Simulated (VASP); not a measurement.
Set up this calculation in VASP 6.6.1, as the native input.

```
Task                   : single point
Functional             : PBE
Dispersion             : D4
Potentials or basis    : VASP PAW PBE potentials, release 64 (Pb_d, F)
Cutoff                 : 600 eV
k mesh                 : 8 × 8 × 8
Occupations            : fermi-dirac, width 0.05 eV
Spin                   : no spin polarisation
Dipole correction      : no
Further INCAR settings : ALGO = Normal; EDIFF = 1e-06; NBANDS = 21
```

The structure of PbF2 lies in POSCAR:

```
PbF2
1.0
    0.0000000000      2.9962269280      2.9962269280
    2.9962269280      0.0000000000      2.9962269280
    2.9962269280      2.9962269280      0.0000000000
Pb F
1 2
Direct
    0.0000000000      0.0000000000      0.0000000000
    0.7500000000      0.7500000000      0.7500000000
    0.2500000000      0.2500000000      0.2500000000
```

One way to write it, as run:

INCAR

```
PREC = Accurate ; ENCUT = 600
EDIFF = 1E-6 ; ISMEAR = -1
SIGMA = 0.05 ; LREAL = False
LASPH = True ; NELM = 120
ALGO = Normal ; ISIF = 2
LWAVE = False ; LCHARG = True
GGA = PE ; IVDW = 13
LELF = True ; LVHAR = True
NBANDS = 21 ; GGA_COMPAT = False
```

KPOINTS

```
regular mesh
0
Gamma
  8 8 8
```

Potentials or basis: VASP PAW PBE potentials, release 64 (Pb_d, F).

Run with:

```bash
$ cat potpaw_PBE.64/Pb_d/POTCAR potpaw_PBE.64/F/POTCAR > POTCAR
$ mpirun -np 1 vasp_std > vasp.out
```

It gave:

```json
{
  "Pressure": "-0.2 GPa",
  "Band gap on the k mesh": "4.42 eV (least direct gap 4.56 eV)",
  "Dispersion energy per atom": "-0.189 eV"
}
```

Caveat: spin-orbit coupling is left out, which moves the levels of the heavy elements.

Run time: 93 s on 1 thread of Oxide Virtual Turin-like Processor, with other jobs on the host, peak memory 0.18 GiB.
